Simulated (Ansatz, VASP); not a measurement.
# Sc: VASP beside Ansatz

Contents of INCAR:

```
SYSTEM = Sc
  PREC = Accurate
  ENCUT = 520
  EDIFF = 1E-6
  ISMEAR = -1
  SIGMA = 0.05
  LREAL = .FALSE.
  LASPH = .TRUE.
  NELM = 80
  ALGO = Normal
  ISIF = 2
  LWAVE = .FALSE.
  LCHARG = .FALSE.
  GGA = PS
  NBANDS = 18
```

KPOINTS

```
Automatic mesh
0
G
  9 9 5
  0 0 0
```

File POSCAR:

```
Sc
1.0
    3.3525444672      0.0000000000      0.0000000000
   -1.6762722336      2.9033886759      0.0000000000
    0.0000000000      0.0000000000      5.3426934842
Sc
2
Direct
    0.6666666667      0.3333333333      0.7500000000
    0.3333333333      0.6666666667      0.2500000000
```

The input input.yaml:

```yaml
crystal:
  lattice:
    - [3.3525444672, 0.0, 0.0]
    - [-1.6762722336, 2.9033886759, 0.0]
    - [0.0, 0.0, 5.3426934842]
  atoms:
    - { symbol: Sc, position: [0.6666666667, 0.3333333333, 0.75] }
    - { symbol: Sc, position: [0.3333333333, 0.6666666667, 0.25] }
kpoints:
  mp_grid: { grid: [9, 9, 5] }
scf:
  occupations: { method: fermi_dirac, width: 0.05 }
hamiltonian:
  xc: pbesol
  pseudopotentials: { kind: all_electron, lapw: { basis_error: 0.0005 } }
output:
  forces: true
  stress: true
  eigenvalues: true
```

Change from the starting cell: volume scaled by 1.04.

Alike in both runs: task single point; functional PBEsol; k mesh 9 × 9 × 5; occupations fermi-dirac, width 0.05 eV; no spin polarisation.

|  | VASP | Ansatz |
| --- | --- | --- |
| version | VASP 6.6.1 | Ansatz 0.2.0 |
| potentials or method | VASP PAW PBE potentials, release 64 (Sc_sv), cutoff 520 eV | all-electron LAPW, scalar-relativistic |

|  | VASP | Ansatz | Ansatz less VASP |
| --- | --- | --- | --- |
| gap on the k mesh at the Fermi level (eV) | none | none | - |
| pressure (GPa) | -4.6 | -4.6 | +0.01 |
| traceless stress, the component that is largest in VASP (GPa) | -0.94 | -0.94 | -0.001 |

VASP's potentials were made for PBE, not for PBEsol. A gap of «none» marks a metal or a gap that the smearing closes. Ansatz ran all-electron here, and VASP with PAW potentials.
